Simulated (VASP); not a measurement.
# HfB4C (F-43m) in VASP: single point with PBE

Aim: the single point of HfB4C with PBE.

All numbers are computed with VASP 6.6.1; they aren't measurements. Logs are shortened: lines on timing, memory, paths and dates and some standing lists are left out, and cuts for length are marked.

## Step 1: The cell of the first run

It takes space group F-43m (No. 216, cubic). Conventional cell: a = 5.909 Å, b = 5.909 Å, c = 5.909 Å, α = 90.00°, β = 90.00°, γ = 90.00°. Within 3.3 Å of Hf (site symmetry -43m) lie 12 B at 2.48 Å and 4 C at 2.56 Å. B (site symmetry 3m) has 6 B at 1.86 to 2.31 Å and 3 C at 2.43 Å and 3 Hf at 2.48 Å within 2.5 Å. Within 3.2 Å of C (site symmetry -43m) lie 12 B at 2.43 Å and 4 Hf at 2.56 Å.

## Step 2: Single point, PBE

POSCAR

```
HfB4C
1.0
    0.0000000000      2.9543230170      2.9543230170
    2.9543230170      0.0000000000      2.9543230170
    2.9543230170      2.9543230170      0.0000000000
Hf B C
1 4 1
Direct
    0.0000000000      0.0000000000      0.0000000000
    0.3885217405      0.3885217405      0.8344347786
    0.3885217405      0.3885217405      0.3885217405
    0.8344347786      0.3885217405      0.3885217405
    0.3885217405      0.8344347786      0.3885217405
    0.7500000000      0.7500000000      0.7500000000
```

INCAR.step1

```
SYSTEM = HfB4C
ALGO = Normal
EDIFF = 1E-6
ENCUT = 520
GGA = PE
ISIF = 2
ISMEAR = 0
LASPH = .TRUE.
LCHARG = .TRUE.
LMAXMIX = 4
LREAL = .FALSE.
LWAVE = .FALSE.
NBANDS = 22
NELM = 60
PREC = Accurate
SIGMA = 0.1
```

KPOINTS.step1

```
k-points
0
G
  12 12 12
  0 0 0
```

INCAR.step2

```
SYSTEM = HfB4C
ALGO = Normal
EDIFF = 1E-6
ENCUT = 520
GGA = PE
ICHARG = 11
ISIF = 2
ISMEAR = -5
LASPH = .TRUE.
LCHARG = .FALSE.
LMAXMIX = 4
LORBIT = 11
LREAL = .FALSE.
LWAVE = .FALSE.
NBANDS = 22
NEDOS = 2001
NELM = 60
PREC = Accurate
SIGMA = 0.1
```

KPOINTS.step2

```
k-points
0
G
  18 18 18
  0 0 0
```

Potentials or basis: VASP PAW PBE potentials, release 64 (Hf_pv, B, C).

Run with:

```sh
> cat potpaw_PBE.64/Hf_pv/POTCAR potpaw_PBE.64/B/POTCAR potpaw_PBE.64/C/POTCAR > POTCAR
> cp INCAR.step1 INCAR
> cp KPOINTS.step1 KPOINTS
> mpirun -np 1 vasp_std > vasp.out
> cp INCAR.step2 INCAR
> cp KPOINTS.step2 KPOINTS
> mpirun -np 1 vasp_std > vasp.out
```

OUTCAR:

```text
SYSTEM = HfB4C
   EDIFF = 1E-6
   ENCUT = 520
   GGA = PE
   ICHARG = 11
   ISIF = 2
   ISMEAR = -5
   LASPH = .TRUE.
   LORBIT = 11
   LREAL = .FALSE.
   NELM = 60
   PREC = Accurate

 ion  position               nearest neighbor table
   1  0.000  0.000  0.000-   4 2.48   5 2.48   2 2.48   4 2.48   2 2.48   5 2.48   3 2.48   3 2.48
                             3 2.48   5 2.48   4 2.48   2 2.48   6 2.56   6 2.56   6 2.56   6 2.56
   2  0.389  0.389  0.834-   3 1.86   4 1.86   5 1.86   1 2.48   1 2.48   1 2.48
   3  0.389  0.389  0.389-   2 1.86   4 1.86   5 1.86   1 2.48   1 2.48   1 2.48
   4  0.834  0.389  0.389-   2 1.86   3 1.86   5 1.86   1 2.48   1 2.48   1 2.48
   5  0.389  0.834  0.389-   2 1.86   3 1.86   4 1.86   1 2.48   1 2.48   1 2.48
   6  0.750  0.750  0.750-   1 2.56   1 2.56   1 2.56   1 2.56

  LATTYP: Found a face centered cubic cell.
 ALAT       =     5.9086460340

  Lattice vectors:

 A1 = (   0.0000000000,   2.9543230170,   2.9543230170)
 A2 = (   2.9543230170,   0.0000000000,   2.9543230170)
 A3 = (   2.9543230170,   2.9543230170,   0.0000000000)

Analysis of symmetry for initial positions (statically):
=====================================================================
 Subroutine PRICEL returns:
 Original cell was already a primitive cell.

 Routine SETGRP: Setting up the symmetry group for a
 face centered cubic supercell.

 Subroutine GETGRP returns: Found 24 space group operations
 (whereof 24 operations were pure point group operations)
 out of a pool of 48 trial point group operations.

The static configuration has the point symmetry T_d .

Analysis of symmetry for dynamics (positions and initial velocities):
=====================================================================
 Subroutine PRICEL returns:
 Original cell was already a primitive cell.

 Routine SETGRP: Setting up the symmetry group for a
 face centered cubic supercell.

 Subroutine GETGRP returns: Found 24 space group operations
 (whereof 24 operations were pure point group operations)
 out of a pool of 48 trial point group operations.

The dynamic configuration has the point symmetry T_d .

 Subroutine INISYM returns: Found 24 space group operations
 (whereof 24 operations are pure point group operations),
 and found     1 'primitive' translations

----------------------------------------------------------------------------------------

                                     Primitive cell

  volume of cell :      51.5708

  direct lattice vectors                    reciprocal lattice vectors
     0.000000000  2.954323017  2.954323017    -0.169243511  0.169243511  0.169243511
     2.954323017  0.000000000  2.954323017     0.169243511 -0.169243511  0.169243511
     2.954323017  2.954323017  0.000000000     0.169243511  0.169243511 -0.169243511

  length of vectors
     4.178043678  4.178043678  4.178043678     0.293138360  0.293138360  0.293138360

  position of ions in fractional coordinates (direct lattice)
     0.000000000  0.000000000  0.000000000
     0.388521741  0.388521741  0.834434779
     0.388521741  0.388521741  0.388521741
     0.834434779  0.388521741  0.388521741
     0.388521741  0.834434779  0.388521741
     0.750000000  0.750000000  0.750000000

  ion indices of the primitive-cell ions
   primitive index   ion index
                 1           1
                 2           2
                 3           3
                 4           4
                 5           5
                 6           6

----------------------------------------------------------------------------------------

 KPOINTS: k-points

Automatic generation of k-mesh.
 Grid dimensions read from file:
 generate k-points for:   18   18   18

 Generating k-lattice:

  Cartesian coordinates                     Fractional coordinates (reciprocal lattice)
    -0.009402417  0.009402417  0.009402417     0.055555556  0.000000000  0.000000000
     0.009402417 -0.009402417  0.009402417     0.000000000  0.055555556  0.000000000
     0.009402417  0.009402417 -0.009402417     0.000000000  0.000000000  0.055555556

  Length of vectors
     0.016285464  0.016285464  0.016285464

  Shift w.r.t. Gamma in fractional coordinates (k-lattice)
     0.000000000  0.000000000  0.000000000

 TETIRR: Found    806 inequivalent tetrahedra from    34992

 Subroutine IBZKPT returns following result:
 ===========================================

 Found    195 irreducible k-points:

 Following reciprocal coordinates:
            Coordinates               Weight
  0.000000  0.000000  0.000000      1.000000
  0.055556  0.000000  0.000000      8.000000
  0.111111  0.000000  0.000000      8.000000
  0.166667  0.000000  0.000000      8.000000
  0.222222  0.000000  0.000000      8.000000
  0.277778  0.000000  0.000000      8.000000
[... 16 lines left out ...]
 -0.277778  0.055556  0.000000     24.000000
 -0.222222  0.055556  0.000000     24.000000
 [... further k-points ...]
   k-points           NKPTS =    195   k-points in BZ     NKDIM =    195   number of bands    NBANDS=     22
   number of dos      NEDOS =   2001   number of ions     NIONS =      6
   total plane-waves  NPLWV =  32768
   dimension x,y,z NGX =    32 NGY =   32 NGZ =   32
   dimension x,y,z NGXF=    64 NGYF=   64 NGZF=   64
   ions per type =               1   4   1
   NGX,Y,Z   is equivalent  to a cutoff of  12.73, 12.73, 12.73 a.u.
   NGXF,Y,Z  is equivalent  to a cutoff of  25.47, 25.47, 25.47 a.u.
 SYSTEM =  HfB4C
   PREC   = accura    normal or accurate (medium, high low for compatibility)
   ISTART =      0    job   : 0-new  1-cont  2-samecut
   ICHARG =     11    charge: 1-file 2-atom 10-const
   ISPIN  =      1    spin polarized calculation?
   LNONCOLLINEAR =      F non collinear calculations
   LSORBIT =      F    spin-orbit coupling
   LASPH  =      T    aspherical Exc in radial PAW
   ENCUT  =  520.0 eV  38.22 Ry    6.18 a.u.   7.77  7.77  7.77*2*pi/ulx,y,z
   NELM   =     60;   NELMIN=  2; NELMDL=  0     # of ELM steps
   EDIFF  = 0.1E-05   stopping-criterion for ELM
   LREAL  =      F    real-space projection
   EDIFFG = 0.1E-04   stopping-criterion for IOM
   NSW    =      0    number of steps for IOM
   IBRION =     -1    ionic relax: 0-MD 1-quasi-New 2-CG
   NFREE  =      0    steps in history (QN), initial steepest desc. (CG)
   ISIF   =      2    stress and relaxation
   ISYM   =      2    0-nonsym 1-usesym 2-fastsym
   POTIM  = 0.5000    time-step for ionic-motion
   TEBEG  =    0.0;   TEEND  =   0.0 temperature during run
   PSTRESS=    0.0 pullay stress
   NELECT =      26.0000    total number of electrons
   NUPDOWN=      -1.0000    fix difference up-down
   EMIN   =  10.00;   EMAX   =-10.00  energy-range for DOS
   EFERMI =   0.00;   METHOD = LEGACY
   ISMEAR =    -5;   SIGMA  =   0.10  broadening in eV -4-tet -1-fermi 0-gaus
   EFERMI_NEDOS =   21; number of points for ismear=-14 and -15
   IALGO  =     38    algorithm
   IMIX   =      4    mixing-type and parameters
     AMIX     =   0.40;   BMIX     =  1.00
     AMIX_MAG =   1.60;   BMIX_MAG =  1.00
  volume/ion in A,a.u.               =       8.60        58.00
  Fermi-wavevector in a.u.,A,eV,Ry     =   1.302961  2.462239 23.098699  1.697706
  Thomas-Fermi vector in A             =   2.433994
   LORBIT       =     11    0 simple, 1 ext, 2 COOP (PROOUT), +10 PAW based schemes
   GGA     = PE    functional components
   LHFCALC =     F    Hartree Fock is set to
   AEXX    =    0.0000 exact exchange contribution
   IVDW    =     0    specifies the selected vdW correction
   LEPSILON=     F    determine dielectric tensor
   LRPA    =     F    only Hartree local field effects (RPA)
 non-spin polarized calculation
 Fermi weights with tetrahedron method with Bloechl corrections
  energy-cutoff  :      520.00
  volume of cell :       51.57
 maximum number of plane-waves:      1411

 number of electron      26.0000000 magnetization

 Free energy of the ion-electron system (eV)
  ---------------------------------------------------
  ext. energy  EPLUGINS =         0.00000000
  ---------------------------------------------------
  free energy    TOTEN  =       -39.31668789 eV

  energy without entropy =      -39.31668789  energy(sigma->0) =      -39.31668789

 E-fermi :   6.9347     XC(G=0): -12.4821

 val. band max:        7.0233540415   @ k =  -0.2778   0.5000   0.2222
 cond. band min:       6.8314707067   @ k =   0.3889   0.0000   0.0000
 fundamental gap:     -0.1918833347
 Fermi energy:         6.9346878031

 k-point     1 :       0.0000    0.0000    0.0000
  band No.  band energies     occupation
      1     -22.4347      2.00000
      2     -22.4347      2.00000
      3     -22.4347      2.00000
      4      -8.0929      2.00000
      5      -0.4891      2.00000
      6       0.6169      2.00000
[... 14 lines left out ...]
     21      16.9959      0.00000
     22      17.0115      0.00000

 k-point     2 :       0.0556    0.0000    0.0000
  band No.  band energies     occupation
      1     -22.4378      2.00000
      2     -22.4352      2.00000
      3     -22.4352      2.00000
      4      -8.0551      2.00000
      5      -0.6172      2.00000
      6       0.3299      2.00000
[... 14 lines left out ...]
     21      16.7605      0.00000
     22      16.7636      0.00000

 k-point     3 :       0.1111    0.0000    0.0000
  band No.  band energies     occupation
      1     -22.4465      2.00000
      2     -22.4364      2.00000
      3     -22.4364      2.00000
      4      -7.9429      2.00000
      5      -0.9934      2.00000
      6      -0.0331      2.00000
[... 14 lines left out ...]
     21      16.5225      0.00000
     22      16.5245      0.00000
[... 476 lines left out ...]
 k-point    23 :      -0.2778    0.0556    0.0000
  band No.  band energies     occupation
      1     -22.4987      2.00000
      2     -22.4473      2.00000
      3     -22.4431      2.00000
      4      -7.0605      2.00000
      5      -2.9944      2.00000
      6      -0.8431      2.00000
[... 14 lines left out ...]
     21      15.1200      0.00000
     22      15.5277      0.00000

 k-point    24 :      -0.2222    0.0556    0.0000
  band No.  band energies     occupation
      1     -22.4822      2.00000
      2     -22.4447      2.00000
      3     -22.4406      2.00000
      4      -7.3832      2.00000
      5      -2.3838      2.00000
      6      -0.7177      2.00000
[... 14 lines left out ...]
     21      15.5910      0.00000
     22      16.0512      0.00000

 [... further k-points ...]
[... 5 lines left out ...]
  --------------------------------------------------------------------------------------
  -------------------------------------------------------------------------------------
  Total        0.0541926      0.0541926      0.0541926      0.0000000      0.0000000      0.0000000
  in kB        1.6836314      1.6836314      1.6836314      0.0000000      0.0000000      0.0000000
  external PRESSURE =       1.6836314 kB  Pullay stress =       0.0000000 kB

 VOLUME and BASIS-vectors are now :
 -----------------------------------------------------------------------------
  energy-cutoff  :      520.00
  volume of cell :       51.57
      direct lattice vectors                 reciprocal lattice vectors
     0.000000000  2.954323017  2.954323017    -0.169243511  0.169243511  0.169243511
     2.954323017  0.000000000  2.954323017     0.169243511 -0.169243511  0.169243511
     2.954323017  2.954323017  0.000000000     0.169243511  0.169243511 -0.169243511

 POSITION                                       TOTAL-FORCE (eV/Angst)
 -----------------------------------------------------------------------------------
      0.00000      0.00000      0.00000         0.000000      0.000000      0.000000
      3.61301      3.61301      2.29564        -0.007428     -0.007428      0.007428
      2.29564      2.29564      2.29564         0.007428      0.007428      0.007428
      2.29564      3.61301      3.61301         0.007428     -0.007428     -0.007428
      3.61301      2.29564      3.61301        -0.007428      0.007428     -0.007428
      4.43148      4.43148      4.43148         0.000000      0.000000      0.000000
 -----------------------------------------------------------------------------------
    total drift:                                0.000065      0.000065      0.000065

  FREE ENERGIE OF THE ION-ELECTRON SYSTEM (eV)
  ---------------------------------------------------
  free  energy   TOTEN  =       -39.3166878893 eV

  energy  without entropy=      -39.3166878893  energy(sigma->0) =      -39.31668789

 total charge

# of ion       s       p       d       tot
------------------------------------------
    1        0.321   6.641   1.928   8.890
    2        0.673   1.084   0.000   1.757
    3        0.673   1.084   0.000   1.757
    4        0.673   1.084   0.000   1.757
    5        0.673   1.084   0.000   1.757
    6        1.029   1.068   0.000   2.098
--------------------------------------------------
tot          4.041  12.044   1.928  18.014
```

Run time: 2.3 min. Hardware: 1 thread of Intel Xeon Platinum 8259CL at 2.50GHz (Skylake/Cascade Lake), shared host; peak memory 0.33 GiB.

What came out:

* Valence electrons inside the program's atomic spheres: Hf 8.89; B 1.76; C 2.10

Levels at points of the mesh, in eV from the Fermi level:
```csv
k point,band 9,band 10,band 11,band 12,band 13,band 14,band 15,band 16,band 17,band 18
"(0.00, 0.00, 0.00)",-5.80,-3.11,-3.11,-2.61,-2.61,-2.61,1.78,1.78,1.78,8.48
"(0.50, 0.00, 0.00)",-3.58,-2.76,-2.76,-0.84,-0.84,0.30,2.81,2.81,4.21,5.01
"(0.50, 0.50, 0.00)",-5.41,-1.03,-0.61,0.28,0.28,0.32,2.46,2.65,2.65,3.67
```

Caveat: spin-orbit coupling is left out, which moves the levels of the heavy elements.
